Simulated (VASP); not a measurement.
SnC4:

```
Sn C
1.0
     4.23768    0.00000    0.00000
    -2.11884    3.66994    0.00000
     0.00000    0.00000   15.26437
Sn C
3 12
Direct
  0.00000 0.00000 0.50000
  0.66667 0.33333 0.60296
  0.33333 0.66667 0.39704
  0.99999 0.33334 0.13926
  0.33335 0.33334 0.13926
  0.33335 0.00001 0.13926
  0.66666 0.00001 0.13926
  0.66666 0.66665 0.13926
  0.99999 0.66665 0.13926
  0.33334 0.33335 0.86074
  0.33334 0.99999 0.86074
  0.00001 0.33335 0.86074
  0.66665 0.99999 0.86074
  0.66665 0.66666 0.86074
  0.00001 0.66666 0.86074
```

- Program: VASP 6.6.1
- Task: relaxation of shape and atoms at fixed volume
- Functional: PBE
- Potentials or basis: VASP PAW PBE potentials, release 64 (Sn_d, C)
- Cutoff: 600 eV
- k mesh: 12 × 12 × 2
- Occupations: gaussian, width 0.1 eV
- Spin: no spin polarisation

At the start: pressure 4.7 GPa; volume 15.83 Å³/atom.

Problem. Where does the relaxation end?

Solution. Over 8 steps the energy falls by 7.2 meV/atom; space group P-3m1 (No. 164, to 0.1 Å) before and after.

Step by step:
```tsv
step	energy change (eV)	largest force (eV/Å)	pressure (GPa)	volume (Å³)
1	0.0000	0.2265	4.67	237.39
2	-0.1025	0.1685	0.81	237.39
3	-0.1035	0.1655	0.41	237.39
4	-0.1058	0.1179	0.35	237.39
5	-0.1084	0.0297	0.18	237.39
6	-0.1084	0.0279	0.19	237.39
7	-0.1071	0.1286	0.15	237.39
8	-0.1085	0.0011	0.19	237.39
```

Final structure:
```cif
data_structure
_symmetry_space_group_name_H-M 'P 1'
_symmetry_Int_Tables_number 1
_cell_length_a 4.2838
_cell_length_b 4.2838
_cell_length_c 14.9377
_cell_angle_alpha 90.000
_cell_angle_beta 90.000
_cell_angle_gamma 120.000
_cell_volume 237.39
loop_
_atom_site_label
_atom_site_type_symbol
_atom_site_fract_x
_atom_site_fract_y
_atom_site_fract_z
_atom_site_occupancy
Sn1 Sn 0.00000 0.00000 0.50000 1
Sn2 Sn 0.66667 0.33333 0.60588 1
Sn3 Sn 0.33333 0.66667 0.39412 1
C1 C 0.99999 0.33334 0.13926 1
C2 C 0.33335 0.33334 0.13926 1
C3 C 0.33335 0.00001 0.13926 1
C4 C 0.66666 0.00001 0.13926 1
C5 C 0.66666 0.66665 0.13926 1
C6 C 0.99999 0.66665 0.13926 1
C7 C 0.33334 0.33335 0.86074 1
C8 C 0.33334 0.99999 0.86074 1
C9 C 0.00001 0.33335 0.86074 1
C10 C 0.66665 0.99999 0.86074 1
C11 C 0.66665 0.66666 0.86074 1
C12 C 0.00001 0.66666 0.86074 1
```

Caveat: this functional lacks dispersion, which binds the layers, so the pressure and a relaxed spacing across them are unreliable.
